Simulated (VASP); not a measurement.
PbS:

```
Pb S
1.0
     0.00000    3.30098    3.30098
     3.30098    0.00000    3.30098
     3.30098    3.30098    0.00000
Pb S
1 1
Direct
  0.00000 0.00000 0.00000
  0.25000 0.25000 0.25000
```

Program: VASP 6.6.1. Alike in all runs: task single point; potentials or basis VASP PAW PBE potentials, release 64 (Pb_d, S); no spin polarisation; cell as given.

Order these runs on this cell by their band gap on the k mesh, lowest first.
A. level PBE; k mesh 2 × 2 × 2; cutoff (eV) 500; smearing gaussian 0.01 eV
B. level HSE06; k mesh 2 × 2 × 2; cutoff (eV) 400; smearing gaussian 0.01 eV; grid for exact exchange (PRECFOCK) Normal; share of exact exchange 0.25; screening parameter 0.2079 1/Å
C. level r2SCAN; k mesh 4 × 4 × 4; cutoff (eV) 550; smearing gaussian 0.001 eV

C (0.95 eV), A (1.30 eV), B (1.95 eV).

Caveats: some runs use coarse meshes; spin-orbit coupling is left out, which moves the levels of the heavy elements.

A k mesh can miss the band edges.
